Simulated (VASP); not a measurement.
Wanted: the native input for a VASP 6.6.1 run.

```
Task                   : single point
Functional             : LDA
Potentials or basis    : VASP PAW LDA potentials, release 64 (W_sv, Se)
Cutoff                 : 500 eV
k mesh                 : 9 × 9 × 2
Occupations            : gaussian, width 0.05 eV
Spin                   : no spin polarisation
Dipole correction      : no
Further INCAR settings : ALGO = Normal; EDIFF = 1e-06; NBANDS = 20
```

The structure of WSe2 lies in POSCAR:

```
WSe2
1.0
    3.2905780679      0.0000000000      0.0000000000
   -1.6452890339      2.8497241999      0.0000000000
    0.0000000000      0.0000000000     16.6603124568
W Se
1 2
Direct
    0.0000000000      0.0000000000     -0.0030940386
    0.3333333333      0.6666666667      0.1035294014
    0.3333333333      0.6666666667      0.9036733446
```

The input as run:

INCAR

```
SYSTEM = WSe2
PREC     = Accurate       ! precision mode
ENCUT    = 500            ! plane-wave cutoff, eV
EDIFF    = 1E-6           ! SCF threshold, eV
ISMEAR   = 0              ! smearing method
SIGMA    = 0.05           ! smearing width, eV
LREAL    = .False.        ! projectors in reciprocal space
LASPH    = .True.         ! aspherical terms in the spheres
NELM     = 120            ! most SCF steps
ALGO     = Normal         ! electronic algorithm
ISIF     = 2              ! what is computed and relaxed
LWAVE    = .False.        ! write WAVECAR
LCHARG   = .False.        ! write CHGCAR
NBANDS   = 20             ! bands
GGA_COMPAT= .False.
```

KPOINTS

```
regular mesh
0
Gamma
  9 9 2
  0 0 0
```

Potentials or basis: VASP PAW LDA potentials, release 64 (W_sv, Se).

Command:

```console
$ cat potpaw_LDA.64/W_sv/POTCAR potpaw_LDA.64/Se/POTCAR > POTCAR
$ mpirun -np 1 vasp_std > vasp.out
```

Results of the run:

```yaml
Largest_force: 3.217 eV/Å
Band_gap_on_the_k_mesh: 1.61 eV, direct
```

Caveat: spin-orbit coupling is left out, which moves the levels of the heavy elements.

It took 70 s on 1 thread of Intel(R) Xeon(R) Platinum 8488C (Sapphire Rapids) (shared host), peak memory 0.24 GiB.
